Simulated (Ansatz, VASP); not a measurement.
## One calculation of Ir, two programs

```
Ir
1.0
     2.70889    0.00000    0.00000
     0.00000    2.70889    0.00000
     0.00000    0.00000   23.66190
Ir
5
Direct
  0.00000 0.00000 0.34178
  0.50000 0.50000 0.41806
  0.00000 0.00000 0.50000
  0.50000 0.50000 0.58194
  0.00000 0.00000 0.65822
```

Alike in both runs: task single point; functional PBEsol; k mesh 13 × 13 × 1; occupations fermi-dirac, width 0.05 eV; no spin polarisation.

|  | VASP | Ansatz |
| --- | --- | --- |
| version | VASP 6.6.1 | Ansatz 0.2.0 |
| potentials or method | VASP PAW PBE potentials, release 64 (Ir) | PAW with Ansatz's default frozen-core files, scalar-relativistic |
| plane-wave cutoff (eV) | 520 | 420 |
| valence electrons in the cell | 45 | 85 |

VASP gave:

- rms of the force components (eV/Å): 0.031

Estimate Ansatz's values.

rms of the force components (eV/Å): 0.000.

VASP's potentials were made for PBE, not for PBEsol. Atom by atom the forces differ by 0.031 eV/Å (rms over components). The functional is the same, so the differences come from potentials, cutoffs and numerics. VASP's potentials hold 45 valence electrons a cell and Ansatz's 85, so a difference there can come from the potentials and not from the codes. Ansatz's warnings: xc potential rough in thin density.

Spin-orbit coupling is off throughout.
